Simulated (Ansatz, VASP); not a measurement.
Sb2Au: VASP beside Ansatz

Contents of INCAR:

```
  PREC = Accurate
  ENCUT = 520
  EDIFF = 1E-6
  ISMEAR = -1
  SIGMA = 0.08
  LREAL = False
  LASPH = True
  NELM = 80
  ALGO = Normal
  ISIF = 2
  LWAVE = False
  LCHARG = False
  NBANDS = 18
```

File KPOINTS:

```
regular mesh
0
Gamma
  9 9 9
```

File POSCAR:

```
Sb2Au
1.0
    0.0000000000      3.3280000000      3.3612800000
    3.3280000000      0.0000000000      3.3612800000
    3.3280000000      3.3280000000      0.0000000000
Sb Au
2 1
Direct
    0.2500000000      0.2500000000      0.2500000000
    0.7500000000      0.7500000000      0.7500000000
    0.0000000000      0.0000000000      0.0000000000
```

Input for Ansatz:

```yaml
crystal:
  lattice:
    - [0.0, 3.328, 3.36128]
    - [3.328, 0.0, 3.36128]
    - [3.328, 3.328, 0.0]
  atoms:
    - { symbol: Sb, position: [0.25, 0.25, 0.25] }
    - { symbol: Sb, position: [0.75, 0.75, 0.75] }
    - { symbol: Au, position: [0.0, 0.0, 0.0] }
kpoints:
  mp_grid: { grid: [9, 9, 9] }
  band_path:
    path:
      - [0.0, 0.0, 0.0]
      - [0.0, 0.5, 0.5]
      - [0.25, 0.75, 0.5]
      - [0.0, 0.5, 0.0]
      - [0.0, 0.0, 0.0]
      - [0.5, 0.5, 0.0]
      - [0.3725370062, 0.6274629938, 0.0]
      - [-0.3725370062, 0.3725370062, 0.0]
      - [0.0, 0.0, 0.0]
    npoints: 5
scf:
  occupations: { method: fermi_dirac, width: 0.08 }
hamiltonian:
  xc: lda
  pseudopotentials: { kind: all_electron, lapw: { basis_error: 0.001 } }
output:
  forces: true
  stress: true
  eigenvalues: true
```

Change from the starting cell: zz strain of +1 %.

Alike in both runs: task single point; functional LDA; k mesh 9 × 9 × 9; occupations fermi-dirac, width 0.08 eV; no spin polarisation.

```csv
,VASP,Ansatz
version,VASP 6.6.1,Ansatz 0.2.0
potentials or method,"VASP PAW LDA potentials, release 64 (Sb, Au), cutoff 520 eV","all-electron LAPW, scalar-relativistic"
```

```csv
,VASP,Ansatz,Ansatz less VASP
pressure (GPa),2.1,1.9,-0.19
"traceless stress, the component that is largest in VASP (GPa)",-0.19,-0.20,-0.010
```

LDA's correlation is that of Perdew and Zunger in VASP and of Perdew and Wang (1992) in Ansatz. Ansatz ran all-electron here, and VASP with PAW potentials.

Spin-orbit coupling is off throughout.
